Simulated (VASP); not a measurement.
# AlN: single point with LDA

AlN:

```
Al N
1.0
     3.11438    0.00000    0.00000
    -1.55719    2.69713    0.00000
     0.00000    0.00000    4.98480
Al N
2 2
Direct
  0.33012 0.66024 0.00152
  0.66988 0.33976 0.50152
  0.33620 0.67240 0.38348
  0.66380 0.32760 0.88348
```

```
Program             : VASP 6.6.1
Task                : single point
Functional          : LDA
Potentials or basis : VASP PAW LDA potentials, release 64 (Al, N)
Cutoff              : 520 eV
k mesh              : 9 × 9 × 6
Occupations         : gaussian, width 0.05 eV
Spin                : no spin polarisation
```

The pressure is -4.5 GPa, the largest force is 0.097 eV/Å and the band gap on the k mesh is 4.20 eV, direct.

Forces in eV/Å, atoms in the order of the input:
```
Al   0.000  0.096  0.012
Al   0.000 -0.096  0.012
N    0.000 -0.048 -0.012
N    0.000  0.048 -0.012
```

Stress tensor (GPa, compression positive):
```
-4.62  0.00  0.00
 0.00 -4.51  0.00
 0.00  0.00 -4.24
```

Levels at points of the mesh, in eV from the valence-band top:
| k point | band 6 | band 7 | band 8 | band 9 | band 10 | band 11 |
| --- | --- | --- | --- | --- | --- | --- |
| (0.00, 0.00, 0.00) | -0.25 | -0.20 | 0.00 | 4.20 | 6.51 | 10.45 |
| (0.00, 0.00, 0.50) | -0.57 | -0.55 | -0.55 | 6.39 | 6.39 | 10.11 |

Wall time 47 s on 1 thread of Intel(R) Xeon(R) 6975P-C (Granite Rapids), with other jobs on the host, peak memory 0.17 GiB.

A k mesh can miss the band edges. Expect the measured gap to be larger: semilocal functionals such as LDA lack the derivative discontinuity.
